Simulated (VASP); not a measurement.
# YMg2O2 (P4/mmm) in VASP: a series of runs, part 2 of 2

VASP 6.6.1. Earlier steps stand in the parts before.

### Step 5. Relaxation of cell and atoms, PBE

This run uses another cell than the first one, of 16.63 Å³/atom, 1.208 times its volume.

The input, INCAR:

```
SYSTEM = YMg2O2
  ALGO = Normal
  EDIFF = 1E-6
  EDIFFG = -0.04
  ENCUT = 600
  GGA = PE
  IBRION = 2
  ISIF = 3
  ISMEAR = 0
  LASPH = .True.
  LCHARG = .False.
  LREAL = .False.
  LWAVE = .False.
  NELM = 100
  NSW = 90
  PREC = Accurate
  SIGMA = 0.1
```

The input, KPOINTS:

```
k-points
0
Gamma
  4 4 4
  0 0 0
```

The input, POSCAR:

```
YMg2O2
1.0
    3.9428023000      0.0000000000      0.0000000000
    0.0000000000      3.9428023000      0.0000000000
    0.0000000000      0.0000000000      5.3482952300
Y Mg O
1 2 2
Direct
    0.0000000000      0.0000000000      0.0000000000
    0.0000000000      0.5000000000      0.5000000000
    0.5000000000      0.0000000000      0.5000000000
    0.5000000000      0.5000000000      0.2399999900
    0.5000000000      0.5000000000      0.7600000100
```

Potentials or basis: VASP PAW PBE potentials, release 64 (Y_sv, Mg, O).

Command:

```bash
$ cat potpaw_PBE.64/Y_sv/POTCAR potpaw_PBE.64/Mg/POTCAR potpaw_PBE.64/O/POTCAR > POTCAR
$ mpirun -np 1 vasp_std > vasp.out
```

OUTCAR:

```text
SYSTEM = YMg2O2
   EDIFF = 1E-6
   EDIFFG = -0.04
   ENCUT = 600
   GGA = PE
   IBRION = 2
   ISIF = 3
   ISMEAR = 0
   LASPH = .True.
   LREAL = .False.
   NELM = 100
   NSW = 90
   PREC = Accurate

 ion  position               nearest neighbor table
   1  0.000  0.000  0.000-   4 3.07   5 3.07   4 3.07   5 3.07   4 3.07   5 3.07   4 3.07   5 3.07
                             3 3.32   2 3.32   3 3.32   2 3.32   3 3.32   3 3.32   2 3.32   2 3.32
   2  0.000  0.500  0.500-   4 2.41   5 2.41   4 2.41   5 2.41   3 2.79   3 2.79   3 2.79   3 2.79
                             1 3.32   1 3.32   1 3.32   1 3.32
   3  0.500  0.000  0.500-   4 2.41   5 2.41   4 2.41   5 2.41   2 2.79   2 2.79   2 2.79   2 2.79
                             1 3.32   1 3.32   1 3.32   1 3.32
   4  0.500  0.500  0.240-   2 2.41   3 2.41   3 2.41   2 2.41   1 3.07   1 3.07   1 3.07   1 3.07

   5  0.500  0.500  0.760-   2 2.41   3 2.41   3 2.41   2 2.41   1 3.07   1 3.07   1 3.07   1 3.07

  LATTYP: Found a simple tetragonal cell.
 ALAT       =     3.9428023000
 C/A-ratio  =     1.3564705565

  Lattice vectors:

 A1 = (   3.9428023000,   0.0000000000,   0.0000000000)
 A2 = (   0.0000000000,   3.9428023000,   0.0000000000)
 A3 = (   0.0000000000,   0.0000000000,   5.3482952300)

Analysis of symmetry for initial positions (statically):
=====================================================================
 Subroutine PRICEL returns:
 Original cell was already a primitive cell.

 Routine SETGRP: Setting up the symmetry group for a
 simple tetragonal supercell.

 Subroutine GETGRP returns: Found 16 space group operations
 (whereof 16 operations were pure point group operations)
 out of a pool of 16 trial point group operations.

The static configuration has the point symmetry D_4h.

Analysis of symmetry for dynamics (positions and initial velocities):
=====================================================================
 Subroutine PRICEL returns:
 Original cell was already a primitive cell.

 Routine SETGRP: Setting up the symmetry group for a
 simple tetragonal supercell.

 Subroutine GETGRP returns: Found 16 space group operations
 (whereof 16 operations were pure point group operations)
 out of a pool of 16 trial point group operations.

The dynamic configuration has the point symmetry D_4h.

 Subroutine INISYM returns: Found 16 space group operations
 (whereof 16 operations are pure point group operations),
 and found     1 'primitive' translations

----------------------------------------------------------------------------------------

                                     Primitive cell

  volume of cell :      83.1429

  direct lattice vectors                    reciprocal lattice vectors
     3.942802300  0.000000000  0.000000000     0.253626716  0.000000000  0.000000000
     0.000000000  3.942802300  0.000000000     0.000000000  0.253626716  0.000000000
     0.000000000  0.000000000  5.348295230     0.000000000  0.000000000  0.186975467

  length of vectors
     3.942802300  3.942802300  5.348295230     0.253626716  0.253626716  0.186975467

  position of ions in fractional coordinates (direct lattice)
     0.000000000  0.000000000  0.000000000
     0.000000000  0.500000000  0.500000000
     0.500000000  0.000000000  0.500000000
     0.500000000  0.500000000  0.239999990
     0.500000000  0.500000000  0.760000010

  ion indices of the primitive-cell ions
   primitive index   ion index
                 1           1
                 2           2
                 3           3
                 4           4
                 5           5

----------------------------------------------------------------------------------------

 KPOINTS: k-points

Automatic generation of k-mesh.
 Grid dimensions read from file:
 generate k-points for:    4    4    4

 Generating k-lattice:

  Cartesian coordinates                     Fractional coordinates (reciprocal lattice)
     0.063406679  0.000000000  0.000000000     0.250000000  0.000000000  0.000000000
     0.000000000  0.063406679  0.000000000     0.000000000  0.250000000  0.000000000
     0.000000000  0.000000000  0.046743867     0.000000000  0.000000000  0.250000000

  Length of vectors
     0.063406679  0.063406679  0.046743867

  Shift w.r.t. Gamma in fractional coordinates (k-lattice)
     0.000000000  0.000000000  0.000000000

 Subroutine IBZKPT returns following result:
 ===========================================

 Found     18 irreducible k-points:

 Following reciprocal coordinates:
            Coordinates               Weight
  0.000000  0.000000  0.000000      1.000000
  0.250000  0.000000  0.000000      4.000000
  0.500000  0.000000  0.000000      2.000000
  0.250000  0.250000  0.000000      4.000000
  0.500000  0.250000  0.000000      4.000000
  0.500000  0.500000  0.000000      1.000000
[... 10 lines left out ...]
  0.500000  0.250000  0.500000      4.000000
  0.500000  0.500000  0.500000      1.000000
   k-points           NKPTS =     18   k-points in BZ     NKDIM =     18   number of bands    NBANDS=     17
   number of dos      NEDOS =    301   number of ions     NIONS =      5
   total plane-waves  NPLWV =  49152
   dimension x,y,z NGX =    32 NGY =   32 NGZ =   48
   dimension x,y,z NGXF=    64 NGYF=   64 NGZF=   96
   ions per type =               1   2   2
   NGX,Y,Z   is equivalent  to a cutoff of  13.49, 13.49, 14.92 a.u.
   NGXF,Y,Z  is equivalent  to a cutoff of  26.99, 26.99, 29.84 a.u.
 SYSTEM =  YMg2O2
   PREC   = accura    normal or accurate (medium, high low for compatibility)
   ISTART =      0    job   : 0-new  1-cont  2-samecut
   ICHARG =      2    charge: 1-file 2-atom 10-const
   ISPIN  =      1    spin polarized calculation?
   LNONCOLLINEAR =      F non collinear calculations
   LSORBIT =      F    spin-orbit coupling
   LASPH  =      T    aspherical Exc in radial PAW
   ENCUT  =  600.0 eV  44.10 Ry    6.64 a.u.   7.87  7.87 10.68*2*pi/ulx,y,z
   NELM   =    100;   NELMIN=  2; NELMDL= -5     # of ELM steps
   EDIFF  = 0.1E-05   stopping-criterion for ELM
   LREAL  =      F    real-space projection
   EDIFFG = -.4E-01   stopping-criterion for IOM
   NSW    =     90    number of steps for IOM
   IBRION =      2    ionic relax: 0-MD 1-quasi-New 2-CG
   NFREE  =      1    steps in history (QN), initial steepest desc. (CG)
   ISIF   =      3    stress and relaxation
   ISYM   =      2    0-nonsym 1-usesym 2-fastsym
   POTIM  = 0.5000    time-step for ionic-motion
   TEBEG  =    0.0;   TEEND  =   0.0 temperature during run
   PSTRESS=    0.0 pullay stress
   NELECT =      27.0000    total number of electrons
   NUPDOWN=      -1.0000    fix difference up-down
   EMIN   =  10.00;   EMAX   =-10.00  energy-range for DOS
   EFERMI =   0.00;   METHOD = LEGACY
   ISMEAR =     0;   SIGMA  =   0.10  broadening in eV -4-tet -1-fermi 0-gaus
   EFERMI_NEDOS =   21; number of points for ismear=-14 and -15
   IALGO  =     38    algorithm
   IMIX   =      4    mixing-type and parameters
     AMIX     =   0.40;   BMIX     =  1.00
     AMIX_MAG =   1.60;   BMIX_MAG =  1.00
  volume/ion in A,a.u.               =      16.63       112.22
  Fermi-wavevector in a.u.,A,eV,Ry     =   1.125264  2.126440 17.227946  1.266218
  Thomas-Fermi vector in A             =   2.261940
   LORBIT       =      0    0 simple, 1 ext, 2 COOP (PROOUT), +10 PAW based schemes
   GGA     = PE    functional components
   LHFCALC =     F    Hartree Fock is set to
   AEXX    =    0.0000 exact exchange contribution
   IVDW    =     0    specifies the selected vdW correction
   LEPSILON=     F    determine dielectric tensor
   LRPA    =     F    only Hartree local field effects (RPA)
 conjugate gradient relaxation of ions
 non-spin polarized calculation
 Gauss-broadening in eV      SIGMA  =   0.10
  energy-cutoff  :      600.00
  volume of cell :       83.14
 maximum number of plane-waves:      2800
 NGX is ok and might be reduce to    32
   NGX = 15   NGY = 15   NGZ = 21

--------------------------------------- Ionic step        1  -------------------------------------------

 number of electron      26.9999992 magnetization

 Free energy of the ion-electron system (eV)
  ---------------------------------------------------
  ext. energy  EPLUGINS =         0.00000000
  ---------------------------------------------------
  free energy    TOTEN  =       -24.92419104 eV

  energy without entropy =      -24.90269799  energy(sigma->0) =      -24.91344452

 E-fermi :   4.2882     XC(G=0):  -9.7178

 val. band max:        4.2652506448   @ k =   0.2500   0.0000   0.2500
 cond. band min:       4.2960399626   @ k =   0.2500   0.2500   0.5000
 fundamental gap:      0.0307893178
 Fermi energy:         4.2881602117

 k-point     1 :       0.0000    0.0000    0.0000
  band No.  band energies     occupation
      1     -40.0870      2.00000
      2     -20.0379      2.00000
      3     -19.9583      2.00000
      4     -19.9583      2.00000
      5     -14.1989      2.00000
      6     -13.3640      2.00000
[... 9 lines left out ...]
     16       5.5745      0.00000
     17       6.3107      0.00000
[... 530 lines left out ...]
  energy  without entropy=      -26.2712827949  energy(sigma->0) =      -26.27338949

--------------------------------------- Ionic step        6  -------------------------------------------

 number of electron      27.0000004 magnetization

 Free energy of the ion-electron system (eV)
  ---------------------------------------------------
  ext. energy  EPLUGINS =         0.00000000
  ---------------------------------------------------
  free energy    TOTEN  =       -26.27586755 eV

  energy without entropy =      -26.27172380  energy(sigma->0) =      -26.27379568

 E-fermi :   6.0488     XC(G=0): -10.5276

 val. band max:        6.0217023822   @ k =   0.0000   0.0000   0.2500
 cond. band min:       6.1178248245   @ k =   0.2500   0.2500   0.5000
 fundamental gap:      0.0961224423
 Fermi energy:         6.0488008926

 k-point     1 :       0.0000    0.0000    0.0000
  band No.  band energies     occupation
      1     -37.9429      2.00000
      2     -18.0500      2.00000
      3     -17.7389      2.00000
      4     -17.7389      2.00000
      5     -13.9946      2.00000
      6     -13.0938      2.00000
[... 9 lines left out ...]
     16       7.4010      0.00000
     17       9.0252      0.00000
[... 370 lines left out ...]
  FREE ENERGIE OF THE ION-ELECTRON SYSTEM (eV)
  ---------------------------------------------------
  free  energy   TOTEN  =       -26.2758675510 eV

  energy  without entropy=      -26.2717238023  energy(sigma->0) =      -26.27379568

 reached required accuracy - stopping structural energy minimisation
```

It took 64 s on 1 thread of Intel Xeon 6975P-C (Granite Rapids), shared host; peak memory 0.26 GiB.

What came out:

```
Free energy                            : -26.2759 eV
Relaxed volume                         : 13.66 Å³/atom
Relaxed cell                           : a = 3.517 Å, b = 3.517 Å, c = 5.521 Å, α = 90.00°, β = 90.00°, γ = 90.00°
Space group after relaxing (to 0.05 Å) : P4/mmm (No. 123)
Energy gained by relaxing              : 270.3 meV/atom
Ionic steps                            : 6
Pressure after relaxing                : 0.2 GPa
Largest force after relaxing           : 0.011 eV/Å
```

Forces on the atoms (eV/Å):
```
Y    0.000  0.000  0.000
Mg   0.000  0.000  0.000
Mg   0.000  0.000  0.000
O    0.000  0.000 -0.011
O    0.000  0.000  0.011
```

Stress tensor (GPa, compression positive):
```
0.22 0.00 0.00
0.00 0.22 0.00
0.00 0.00 0.12
```

The path:
```csv
step,energy change (eV),largest force (eV/Å),pressure (GPa),volume (Å³)
1,0.0000,1.0551,-10.60,83.14
2,-1.3159,0.2974,-2.45,70.22
3,-1.3497,0.1486,-0.13,68.37
4,-1.3499,0.1239,0.26,68.09
5,-1.3513,0.0515,0.22,68.20
6,-1.3517,0.0107,0.19,68.30
```

Final structure:
```
Y Mg O
1.0
     3.51718    0.00000    0.00000
     0.00000    3.51718    0.00000
     0.00000    0.00000    5.52133
Y Mg O
1 2 2
Direct
  0.00000 0.00000 0.00000
  0.00000 0.50000 0.50000
  0.50000 0.00000 0.50000
  0.50000 0.50000 0.25335
  0.50000 0.50000 0.74665
```

Levels at points of the mesh, in eV from the Fermi level:
```csv
k point,band 9,band 10,band 11,band 12,band 13,band 14,band 15,band 16,band 17
"(0.00, 0.00, 0.00)",-5.28,-4.93,-4.93,-4.29,-3.42,-1.27,0.56,1.35,2.98
"(0.50, 0.00, 0.00)",-5.79,-5.39,-4.60,-3.49,-2.27,0.27,0.70,1.10,2.11
"(0.50, 0.50, 0.00)",-6.64,-6.10,-6.10,-3.37,-3.21,1.77,2.31,2.31,3.57
"(0.00, 0.00, 0.50)",-5.34,-5.34,-4.89,-4.89,-2.82,-1.28,-1.20,1.14,2.90
"(0.50, 0.00, 0.50)",-5.80,-5.07,-4.98,-4.79,-1.02,-0.61,-0.24,1.43,1.75
"(0.50, 0.50, 0.50)",-5.79,-5.79,-5.44,-5.19,-2.13,-0.21,2.19,2.19,2.41
```

Caveat: the k points lie up to 0.45 Å⁻¹ apart in the final cell; the volume moved by over 15 % at a fixed basis, so the end points are rough; an odd number of electrons without spin polarisation forces a metal; a magnetic or distorted state may lie lower.

### Step 6. The runs side by side

| task | cell | k mesh | cutoff (eV) | gap on the mesh (eV) | pressure (GPa) | largest force (eV/Å) |
| --- | --- | --- | --- | --- | --- | --- |
| single point | a = 3.527, b = 3.527, c = 5.532 Å, 5 atoms | 4 × 4 × 4 | 520 | none | -0.4 | 0.03 |
| single point | a = 3.943, b = 3.943, c = 5.348 Å, 5 atoms | 4 × 4 × 4 | 520 | none | -10.5 | 1.06 |
| single point | a = 3.523, b = 3.523, c = 5.517 Å, 5 atoms | 6 × 6 × 4 | 520 | none | -0.3 | 0.03 |
| relaxation of cell and atoms | relaxed from a = 3.943, b = 3.943, c = 5.348 Å, 5 atoms | 4 × 4 × 4 | 600 | none | 0.2 | 0.01 |

Alike in all rows: level PBE; potentials or basis VASP PAW PBE potentials, release 64 (Y_sv, Mg, O); no spin polarisation; smearing gaussian 0.1 eV.

Caveats: some runs use coarse meshes; an odd number of electrons without spin polarisation forces a metal; a magnetic or distorted state may lie lower; the volume moved by over 15 % at a fixed basis, so the end points are rough (some runs).

Absolute energies hang on the potentials; compare differences alone.
